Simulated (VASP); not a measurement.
# WC (Cmmm) in VASP: settings compared, part 2 of 2

VASP 6.6.1. Earlier steps stand in the parts before.

### 4 Single point, PBE

This run uses another cell than the first one, of 14.97 Å³/atom, 1.313 times its volume.

File INCAR:

```
ALGO = Normal
EDIFF = 1E-7
ENCUT = 520
GGA = PE
ISIF = 2
ISMEAR = 0
LASPH = T
LCHARG = F
LREAL = F
LWAVE = F
NBANDS = 16
NELM = 80
PREC = Accurate
SIGMA = 0.026000000000000002
```

File KPOINTS:

```
k-points
0
Gamma
  10 10 6
```

File POSCAR:

```
WC
1.0
    1.6403461100     -2.1180379000      0.0000000000
    1.6403461100      2.1180379000      0.0000000000
    0.0000000000      0.0000000000      4.3094211000
W C
1 1
Direct
    0.5000000000      0.5000000000      0.5000000000
    0.0000000000      0.0000000000      0.0000000000
```

Potentials or basis: VASP PAW PBE potentials, release 64 (W_sv, C).

Launch:

```
cat potpaw_PBE.64/W_sv/POTCAR potpaw_PBE.64/C/POTCAR > POTCAR
mpirun -np 1 vasp_std > vasp.out
```

OUTCAR:

```text
EDIFF = 1E-7
   ENCUT = 520
   GGA = PE
   ISIF = 2
   ISMEAR = 0
   LASPH = T
   LREAL = F
   NELM = 80
   PREC = Accurate

 ion  position               nearest neighbor table
   1  0.500  0.500  0.500-   2 2.71   2 2.71   2 2.71   2 2.71
   2  0.000  0.000  0.000-   1 2.71   1 2.71   1 2.71   1 2.71

  LATTYP: Found a base centered orthorhombic cell.
 ALAT       =     3.2806922200
 B/A-ratio  =     1.2912140231
 C/A-ratio  =     1.3135706769

  Lattice vectors:

 A1 = (   1.6403461100,  -2.1180379000,   0.0000000000)
 A2 = (   1.6403461100,   2.1180379000,   0.0000000000)
 A3 = (   0.0000000000,   0.0000000000,   4.3094211000)

Analysis of symmetry for initial positions (statically):
=====================================================================
 Subroutine PRICEL returns:
 Original cell was already a primitive cell.

 Routine SETGRP: Setting up the symmetry group for a
 base centered orthorhombic supercell.

 Subroutine GETGRP returns: Found  8 space group operations
[... 158 lines left out ...]
  ---------------------------------------------------
  ext. energy  EPLUGINS =         0.00000000
  ---------------------------------------------------
  free energy    TOTEN  =       -16.70016302 eV

  energy without entropy =      -16.69955268  energy(sigma->0) =      -16.69985785

 E-fermi :   7.0970     XC(G=0): -11.8809

 val. band max:        7.0872030723   @ k =  -0.2000   0.1000   0.0000
 cond. band min:       7.1003027519   @ k =  -0.3000   0.3000   0.0000
 fundamental gap:      0.0130996797
 Fermi energy:         7.0969744968

 k-point     1 :       0.0000    0.0000    0.0000
  band No.  band energies     occupation
      1     -67.7138      2.00000
      2     -32.0187      2.00000
      3     -31.3621      2.00000
      4     -31.0998      2.00000
      5      -5.1996      2.00000
      6       1.5020      2.00000
[... 433 lines left out ...]
      3     -31.8570      2.00000
      4     -31.8327      2.00000
      5      -1.3335      2.00000
      6       3.2633      2.00000
[... 8 lines left out ...]
     15      18.1531      0.00000
     16      18.5216      0.00000

 [... further k-points ...]
[... 5 lines left out ...]
  --------------------------------------------------------------------------------------
  -------------------------------------------------------------------------------------
  Total       -6.5342399     -0.3632613    -10.9787966      0.0000000      0.0000000      0.0000000
  in kB     -349.6129466    -19.4362074   -587.4178927      0.0000000      0.0000000      0.0000000
  external PRESSURE =    -318.8223489 kB  Pullay stress =       0.0000000 kB

 VOLUME and BASIS-vectors are now :
 -----------------------------------------------------------------------------
  energy-cutoff  :      520.00
  volume of cell :       29.94
      direct lattice vectors                 reciprocal lattice vectors
     1.640346110 -2.118037900  0.000000000     0.304813720 -0.236067542  0.000000000
     1.640346110  2.118037900  0.000000000     0.304813720  0.236067542  0.000000000
     0.000000000  0.000000000  4.309421100     0.000000000  0.000000000  0.232049729

 POSITION                                       TOTAL-FORCE (eV/Angst)
 -----------------------------------------------------------------------------------
      1.64035      0.00000      2.15471         0.000000      0.000000      0.000000
      0.00000      0.00000      0.00000        -0.000000     -0.000000      0.000000
 -----------------------------------------------------------------------------------
    total drift:                                0.000000      0.000000      0.000000

  FREE ENERGIE OF THE ION-ELECTRON SYSTEM (eV)
  ---------------------------------------------------
  free  energy   TOTEN  =       -16.7001630209 eV

  energy  without entropy=      -16.6995526783  energy(sigma->0) =      -16.69985785
```

Run time: 26 s. Hardware: 1 thread of AMD EPYC 7R13 (Zen 3), shared host; peak memory 0.15 GiB.

What came out:

* Free energy: -16.7002 eV
* Pressure: -31.9 GPa
* Band gap on the k mesh: zero (band 9 reaches 8.95 eV, above the bottom of band 10 at 4.87 eV)

Levels at points of the mesh, in eV from the Fermi level:
```csv
k point,band 5,band 6,band 7,band 8,band 9,band 10,band 11,band 12,band 13,band 14
"(0.00, 0.00, 0.00)",-12.30,-5.59,-3.41,-3.21,1.81,2.06,2.09,2.65,2.71,2.93
"(0.50, 0.00, 0.00)",-9.10,-5.83,-4.81,-3.70,1.85,1.87,2.58,3.50,4.33,4.65
"(0.50, 0.50, 0.00)",-8.29,-3.74,-3.31,-2.62,-0.90,-0.74,-0.20,0.99,6.06,6.83
"(0.00, 0.00, 0.50)",-11.34,-7.95,-3.38,-2.68,0.20,2.03,2.59,3.66,4.40,6.12
"(0.50, 0.00, 0.50)",-9.64,-4.49,-3.94,-2.49,-0.68,0.21,2.21,2.35,2.61,6.42
"(0.50, 0.50, 0.50)",-7.38,-5.68,-5.02,-2.88,0.21,1.07,2.64,3.62,4.15,6.06
```

Caveat: spin-orbit coupling is left out, which moves the levels of the heavy elements.

### 5 Single point, PBE

This run uses another cell than the first one, of 14.97 Å³/atom, 1.313 times its volume.

File INCAR:

```
PREC     = Accurate       # precision mode
ENCUT    = 520            # plane-wave cutoff, eV
EDIFF    = 1E-6           # SCF threshold, eV
ISMEAR   = 0              # smearing method
SIGMA    = 0.027000000000000003 # smearing width, eV
LREAL    = False          # projectors in reciprocal space
LASPH    = True           # aspherical terms in the spheres
NELM     = 100            # most SCF steps
ALGO     = Normal         # electronic algorithm
ISIF     = 2              # what is computed and relaxed
LWAVE    = False          # write WAVECAR
LCHARG   = False          # write CHGCAR
GGA      = PE             # functional
NBANDS   = 16             # bands
```

File KPOINTS:

```
regular mesh
0
Gamma
  10 10 6
```

POSCAR is that of step 4.

Potentials or basis: VASP PAW PBE potentials, release 64 (W_sv, C).

Launch:

```
cat potpaw_PBE.64/W_sv/POTCAR potpaw_PBE.64/C/POTCAR > POTCAR
mpirun -np 1 vasp_std > vasp.out
```

OUTCAR:

```text
PREC = Accurate
   ENCUT = 520
   EDIFF = 1E-6
   ISMEAR = 0
   LREAL = False
   LASPH = True
   NELM = 100
   ISIF = 2
   GGA = PE

 ion  position               nearest neighbor table
   1  0.500  0.500  0.500-   2 2.71   2 2.71   2 2.71   2 2.71
   2  0.000  0.000  0.000-   1 2.71   1 2.71   1 2.71   1 2.71

  LATTYP: Found a base centered orthorhombic cell.
 ALAT       =     3.2806922200
 B/A-ratio  =     1.2912140231
 C/A-ratio  =     1.3135706769

  Lattice vectors:

 A1 = (   1.6403461100,  -2.1180379000,   0.0000000000)
 A2 = (   1.6403461100,   2.1180379000,   0.0000000000)
 A3 = (   0.0000000000,   0.0000000000,   4.3094211000)

Analysis of symmetry for initial positions (statically):
=====================================================================
 Subroutine PRICEL returns:
 Original cell was already a primitive cell.

 Routine SETGRP: Setting up the symmetry group for a
 base centered orthorhombic supercell.

 Subroutine GETGRP returns: Found  8 space group operations
 (whereof  8 operations were pure point group operations)
 out of a pool of  8 trial point group operations.

The static configuration has the point symmetry D_2h.

Analysis of symmetry for dynamics (positions and initial velocities):
=====================================================================
 Subroutine PRICEL returns:
 Original cell was already a primitive cell.

 Routine SETGRP: Setting up the symmetry group for a
 base centered orthorhombic supercell.

 Subroutine GETGRP returns: Found  8 space group operations
 (whereof  8 operations were pure point group operations)
 out of a pool of  8 trial point group operations.

The dynamic configuration has the point symmetry D_2h.

 Subroutine INISYM returns: Found  8 space group operations
 (whereof  8 operations are pure point group operations),
 and found     1 'primitive' translations

----------------------------------------------------------------------------------------

                                     Primitive cell

  volume of cell :      29.9446
[... 104 lines left out ...]
   ISMEAR =     0;   SIGMA  =   0.03  broadening in eV -4-tet -1-fermi 0-gaus
   EFERMI_NEDOS =   21; number of points for ismear=-14 and -15
   IALGO  =     38    algorithm
   IMIX   =      4    mixing-type and parameters
     AMIX     =   0.40;   BMIX     =  1.00
     AMIX_MAG =   1.60;   BMIX_MAG =  1.00
  volume/ion in A,a.u.               =      14.97       101.04
  Fermi-wavevector in a.u.,A,eV,Ry     =   1.381634  2.610909 25.972324  1.908912
  Thomas-Fermi vector in A             =   2.506400
   LORBIT       =      0    0 simple, 1 ext, 2 COOP (PROOUT), +10 PAW based schemes
   GGA     = PE    functional components
   LHFCALC =     F    Hartree Fock is set to
   AEXX    =    0.0000 exact exchange contribution
   IVDW    =     0    specifies the selected vdW correction
   LEPSILON=     F    determine dielectric tensor
   LRPA    =     F    only Hartree local field effects (RPA)
 non-spin polarized calculation
 Gauss-broadening in eV      SIGMA  =   0.03
  energy-cutoff  :      520.00
  volume of cell :       29.94
 maximum number of plane-waves:       828
   NGX =  9   NGY =  9   NGZ = 17

 number of electron      18.0000005 magnetization

 Free energy of the ion-electron system (eV)
  ---------------------------------------------------
  ext. energy  EPLUGINS =         0.00000000
  ---------------------------------------------------
  free energy    TOTEN  =       -16.70018718 eV

  energy without entropy =      -16.69952754  energy(sigma->0) =      -16.69985736

 E-fermi :   7.0968     XC(G=0): -11.8809

 val. band max:        7.0871998331   @ k =  -0.2000   0.1000   0.0000
 cond. band min:       7.1005941912   @ k =  -0.3000   0.3000   0.0000
 fundamental gap:      0.0133943581
 Fermi energy:         7.0967593550

 k-point     1 :       0.0000    0.0000    0.0000
  band No.  band energies     occupation
      1     -67.7131      2.00000
      2     -32.0180      2.00000
      3     -31.3616      2.00000
      4     -31.0993      2.00000
      5      -5.1997      2.00000
      6       1.5021      2.00000
[... 433 lines left out ...]
      3     -31.8566      2.00000
      4     -31.8320      2.00000
      5      -1.3336      2.00000
      6       3.2633      2.00000
[... 8 lines left out ...]
     15      18.1532      0.00000
     16      18.5217      0.00000

 [... further k-points ...]
[... 5 lines left out ...]
  --------------------------------------------------------------------------------------
  -------------------------------------------------------------------------------------
  Total       -6.5418288     -0.3712085    -10.9899563     -0.0000000      0.0000000      0.0000000
  in kB     -350.0189908    -19.8614205   -588.0149901     -0.0000000      0.0000000      0.0000000
  external PRESSURE =    -319.2984671 kB  Pullay stress =       0.0000000 kB

 VOLUME and BASIS-vectors are now :
 -----------------------------------------------------------------------------
  energy-cutoff  :      520.00
  volume of cell :       29.94
      direct lattice vectors                 reciprocal lattice vectors
     1.640346110 -2.118037900  0.000000000     0.304813720 -0.236067542  0.000000000
     1.640346110  2.118037900  0.000000000     0.304813720  0.236067542  0.000000000
     0.000000000  0.000000000  4.309421100     0.000000000  0.000000000  0.232049729

 POSITION                                       TOTAL-FORCE (eV/Angst)
 -----------------------------------------------------------------------------------
      1.64035      0.00000      2.15471         0.000000      0.000000      0.000000
      0.00000      0.00000      0.00000        -0.000000     -0.000000      0.000000
 -----------------------------------------------------------------------------------
    total drift:                                0.000000      0.000000      0.000000

  FREE ENERGIE OF THE ION-ELECTRON SYSTEM (eV)
  ---------------------------------------------------
  free  energy   TOTEN  =       -16.7001871816 eV

  energy  without entropy=      -16.6995275439  energy(sigma->0) =      -16.69985736
```

OSZICAR:

```text
N       E                     dE             d eps       ncg     rms          rms(c)
DAV:   1     0.130181907756E+03    0.13018E+03   -0.10883E+04  4008   0.121E+03
DAV:   2    -0.148714929771E+02   -0.14505E+03   -0.14033E+03  4928   0.325E+02
DAV:   3    -0.182565442891E+02   -0.33851E+01   -0.33666E+01  4368   0.495E+01
DAV:   4    -0.182823969985E+02   -0.25853E-01   -0.25851E-01  5048   0.486E+00
DAV:   5    -0.182827170544E+02   -0.32006E-03   -0.32005E-03  4440   0.494E-01    0.154E+01
DAV:   6    -0.179693678956E+02    0.31335E+00   -0.13853E+01  4928   0.206E+01    0.687E+00
DAV:   7    -0.167781581254E+02    0.11912E+01   -0.42460E+00  4704   0.943E+00    0.399E+00
DAV:   8    -0.167016957431E+02    0.76462E-01   -0.29893E-01  4256   0.440E+00    0.443E-01
DAV:   9    -0.167004662908E+02    0.12295E-02   -0.64362E-03  4400   0.581E-01    0.246E-01
DAV:  10    -0.167002080450E+02    0.25825E-03   -0.94270E-04  4504   0.299E-01    0.313E-02
DAV:  11    -0.167001875150E+02    0.20530E-04   -0.10121E-04  4536   0.848E-02    0.226E-02
DAV:  12    -0.167001871816E+02    0.33341E-06   -0.89391E-06  4736   0.205E-02
   1 F= -.16700187E+02 E0= -.16699857E+02  d E =-.659638E-03
```

Run time: 23 s. Hardware: 1 thread of AMD EPYC 7R13 (Zen 3), shared host; peak memory 0.15 GiB.

Results:

```
Free energy            : -16.7002 eV
Pressure               : -31.9 GPa
Band gap on the k mesh : zero (band 9 reaches 8.95 eV, above the bottom of band 10 at 4.87 eV)
```

Caveat: spin-orbit coupling is left out, which moves the levels of the heavy elements.

### 6 Single point, PBE

This run uses another cell than the first one, of 14.97 Å³/atom, 1.313 times its volume.

File INCAR:

```
SYSTEM = WC
ALGO = Normal ; EDIFF = 1E-6
ENCUT = 520 ; GGA = PE
ISIF = 2 ; ISMEAR = 0
LASPH = .True. ; LCHARG = .False.
LREAL = .False. ; LWAVE = .False.
NBANDS = 16 ; NELM = 100
PREC = Accurate ; SIGMA = 0.028000000000000004
```

File KPOINTS:

```
k-points
0
Gamma
  10 10 6
  0 0 0
```

POSCAR is that of step 5.

Potentials or basis: VASP PAW PBE potentials, release 64 (W_sv, C).

Launch:

```
cat potpaw_PBE.64/W_sv/POTCAR potpaw_PBE.64/C/POTCAR > POTCAR
mpirun -np 1 vasp_std > vasp.out
```

Wall time 23 s (1 thread of AMD EPYC 7R13 (Zen 3), shared host); peak memory 0.15 GiB.

It converged, with:

```
Free energy            : -16.7002 eV
Pressure               : -31.9 GPa
Band gap on the k mesh : zero (band 9 reaches 8.95 eV, above the bottom of band 10 at 4.87 eV)
```

Stress tensor (GPa, compression positive):
```
-35.00   0.00   0.00
  0.00  -1.99   0.00
  0.00   0.00 -58.81
```

Levels at points of the mesh, in eV from the Fermi level:
| k point | band 5 | band 6 | band 7 | band 8 | band 9 | band 10 | band 11 | band 12 | band 13 | band 14 |
| --- | --- | --- | --- | --- | --- | --- | --- | --- | --- | --- |
| (0.00, 0.00, 0.00) | -12.30 | -5.59 | -3.41 | -3.21 | 1.81 | 2.06 | 2.09 | 2.65 | 2.71 | 2.93 |
| (0.50, 0.00, 0.00) | -9.10 | -5.83 | -4.81 | -3.70 | 1.85 | 1.87 | 2.58 | 3.50 | 4.33 | 4.65 |
| (0.50, 0.50, 0.00) | -8.29 | -3.74 | -3.31 | -2.61 | -0.90 | -0.74 | -0.20 | 0.99 | 6.06 | 6.83 |
| (0.00, 0.00, 0.50) | -11.34 | -7.95 | -3.38 | -2.68 | 0.20 | 2.03 | 2.59 | 3.66 | 4.40 | 6.12 |
| (0.50, 0.00, 0.50) | -9.64 | -4.49 | -3.94 | -2.49 | -0.68 | 0.21 | 2.21 | 2.35 | 2.61 | 6.42 |
| (0.50, 0.50, 0.50) | -7.37 | -5.68 | -5.02 | -2.88 | 0.21 | 1.07 | 2.64 | 3.62 | 4.15 | 6.06 |

Caveat: spin-orbit coupling is left out, which moves the levels of the heavy elements.

### 7 Summary

| level | cell | smearing | gap on the mesh (eV) | pressure (GPa) |
| --- | --- | --- | --- | --- |
| PBE+D4 | a = 2.967, b = 2.967, c = 3.007 Å, angles 90.0, 90.0, 120.5°, 2 atoms | fermi-dirac 0.05 eV | none | 0.7 |
| PBE | a = 2.679, b = 2.679, c = 4.309 Å, angles 90.0, 90.0, 104.5°, 2 atoms | gaussian 0.025 eV | none | -31.9 |
| PBE | a = 2.679, b = 2.679, c = 4.309 Å, angles 90.0, 90.0, 104.5°, 2 atoms | gaussian 0.026 eV | none | -31.9 |
| PBE | a = 2.679, b = 2.679, c = 4.309 Å, angles 90.0, 90.0, 104.5°, 2 atoms | gaussian 0.027 eV | none | -31.9 |
| PBE | a = 2.679, b = 2.679, c = 4.309 Å, angles 90.0, 90.0, 104.5°, 2 atoms | gaussian 0.028 eV | none | -31.9 |

Alike in all rows: task single point; potentials or basis VASP PAW PBE potentials, release 64 (W_sv, C); no spin polarisation; k mesh 10 × 10 × 6; cutoff (eV) 520.

Caveats: spin-orbit coupling is left out, which moves the levels of the heavy elements; pairwise dispersion overbinds metals, which lowers pressure and volume (some runs).

Total energies depend on the potentials used, so only differences within one code and one set of settings carry meaning.
